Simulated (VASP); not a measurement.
A run of VASP 6.6.1:

Contents of POSCAR:

```
MoS2
1.0
    3.2274650000      0.0000000000      0.0000000000
   -1.6137325000      2.7950666798      0.0000000000
    0.0000000000      0.0000000000      6.3124730000
Mo S
1 2
Direct
    0.0000000000      0.0000000000      0.5000000000
    0.3333330000      0.6666670000      0.2553190000
    0.6666670000      0.3333330000      0.7446810000
```

File INCAR.step1:

```
SYSTEM = MoS2
PREC = Accurate
ENCUT = 520
ISMEAR = 1
SIGMA = 0.1
LREAL = .False.
LASPH = .True.
NELM = 100
NBANDS = 20
GGA = PE
ALGO = Normal
EDIFF = 1E-4
LWAVE = .True.
LCHARG = .False.
```

Contents of INCAR.step2:

```
SYSTEM = MoS2
PREC = Accurate
ENCUT = 520
EDIFF = 1E-6
ISMEAR = 1
SIGMA = 0.1
LREAL = .False.
LASPH = .True.
NELM = 100
ALGO = Normal
ISIF = 2
LWAVE = .False.
LCHARG = .False.
METAGGA = R2SCAN
LMIXTAU = .True.
NBANDS = 20
ISTART = 1
```

KPOINTS

```
Automatic mesh
0
Gamma
  6 6 3
  0 0 0
```

Potentials or basis: VASP PAW PBE potentials, release 64 (Mo_sv, S).

Command:

```bash
$ cat potpaw_PBE.64/Mo_sv/POTCAR potpaw_PBE.64/S/POTCAR > POTCAR
$ cp INCAR.step1 INCAR
$ mpirun -np 1 vasp_std > vasp.out
$ cp INCAR.step2 INCAR
$ mpirun -np 1 vasp_std > vasp.out
```

Hardware: 1 thread of Intel Xeon 8259CL, on a shared host.

Problem. Estimate the wall time of this run.

Solution. Run time: 100 s on 1 thread of Intel Xeon 8259CL, with other jobs on the host, peak memory 0.17 GiB. Counts: k points 17.
